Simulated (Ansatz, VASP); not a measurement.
In in VASP and in Ansatz

The input INCAR:

```
SYSTEM = In
ALGO = Normal
EDIFF = 1E-6
ENCUT = 520
GGA = PE
ISIF = 2
ISMEAR = -1
LASPH = .True.
LCHARG = .True.
LELF = .True.
LREAL = .False.
LVHAR = .True.
LWAVE = .False.
NBANDS = 34
NELM = 100
PREC = Accurate
SIGMA = 0.05
```

The input KPOINTS:

```
k-points
0
Gamma
  6 6 10
  0 0 0
```

POSCAR

```
In
1.0
    0.0000000000      5.8896467936      0.0000000000
    0.0000000000      0.0000000000      5.5377386214
    3.4003891617      0.0000000000      0.0000000000
In
4
Direct
    0.3333333330      0.2500000000      0.0000000000
    0.8333333330      0.2500000000      0.5000000000
    0.1666666670      0.7500000000      0.5000000000
    0.6666666670      0.7500000000      0.0000000000
```

Input for Ansatz:

```yaml
crystal:
  lattice:
    - [0.0, 5.8896467936, 0.0]
    - [0.0, 0.0, 5.5377386214]
    - [3.4003891617, 0.0, 0.0]
  atoms:
    - { symbol: In, position: [0.333333333, 0.25, 0.0] }
    - { symbol: In, position: [0.833333333, 0.25, 0.5] }
    - { symbol: In, position: [0.166666667, 0.75, 0.5] }
    - { symbol: In, position: [0.666666667, 0.75, 0.0] }
kpoints:
  mp_grid: { grid: [6, 6, 10] }
scf:
  occupations: { method: fermi_dirac, width: 0.05 }
hamiltonian:
  xc: pbe
  pseudopotentials: { kind: all_electron, lapw: { basis_error: 0.001 } }
output:
  forces: true
  stress: true
  eigenvalues: true
```

Alike in both runs: task single point; functional PBE; k mesh 6 × 6 × 10; occupations fermi-dirac, width 0.05 eV; no spin polarisation.

|  | VASP | Ansatz |
| --- | --- | --- |
| version | VASP 6.6.1 | Ansatz 0.2.0 |
| potentials or method | VASP PAW PBE potentials, release 64 (In_d), cutoff 520 eV | all-electron LAPW, scalar-relativistic |

```tsv
	VASP	Ansatz	Ansatz less VASP
pressure (GPa)	-0.1	0.0	+0.04
traceless stress, the component that is largest in VASP (GPa)	-0.21	-0.21	+0.001
rms of the force components (eV/Å)	0.006	0.006	0.0000
```

Atom by atom the forces differ by 0.000 eV/Å (rms over components). Ansatz ran all-electron here, and VASP with PAW potentials.
